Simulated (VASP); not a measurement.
Set up this calculation in VASP 6.6.1, as the native input.

```
Task                   : single point
Functional             : PBEsol
Potentials or basis    : VASP PAW PBE potentials, release 64 (S, Mo_sv, H)
Cutoff                 : 520 eV
k mesh                 : 10 × 5 × 1
Occupations            : gaussian, width 0.1 eV
Spin                   : no spin polarisation
Dipole correction      : yes
Further INCAR settings : ALGO = Normal; EDIFF = 1e-07; NBANDS = 50
```

The structure of Mo3HS6 lies in POSCAR:

```
Mo3HS6
1.0
    3.1204068985      0.0000000000      0.0000000000
   -1.5602034492      6.1523257957      0.0000000000
    0.0000000000      0.0000000000     25.6597815141
S Mo H
6 3 1
Direct
    0.8927216587      0.7854433174      0.3312576919
    0.1715891272      0.3431782543      0.3824398182
    0.4248770516      0.8497541032      0.4354374436
    0.7047428115      0.4094654124      0.4861970894
    0.9628665561      0.9257405526      0.5411345583
    0.1730160878      0.3460381128      0.6172031673
    0.5321553930      0.0643107859      0.3568487551
    0.0634283179      0.1268429315      0.4560351157
    0.6028601598      0.2057221030      0.5588565878
    0.5063494211      1.1793714461      0.6311903366
```

One way to write it, as run:

INCAR

```
SYSTEM = Mo3HS6
  PREC = Accurate
  ENCUT = 520
  EDIFF = 1E-7
  ISMEAR = 0
  SIGMA = 0.1
  LREAL = .False.
  LASPH = .True.
  NELM = 80
  ALGO = Normal
  ISIF = 2
  LWAVE = .False.
  LCHARG = .False.
  LDIPOL = .True.
  IDIPOL = 3
  DIPOL = 0.5 0.5 0.480
  GGA = PS
  NBANDS = 50
```

KPOINTS

```
Automatic mesh
0
Gamma
  10 5 1
  0 0 0
```

Potentials or basis: VASP PAW PBE potentials, release 64 (S, Mo_sv, H).

Command:

```bash
$ cat potpaw_PBE.64/S/POTCAR potpaw_PBE.64/Mo_sv/POTCAR potpaw_PBE.64/H/POTCAR > POTCAR
$ mpirun -np 1 vasp_std > vasp.out
```

Results of the run:

```json
{
 "Largest force": "4.050 eV/Å",
 "Band gap on the k mesh": "zero (an odd number of electrons rules out a gap without spin polarisation)"
}
```

Caveat: the PAW data sets were made with another functional, which shifts forces and pressure a little.

It took 11 min on 1 thread of Intel(R) Xeon(R) 6975P-C (Granite Rapids) (shared host), peak memory 0.8 GiB.
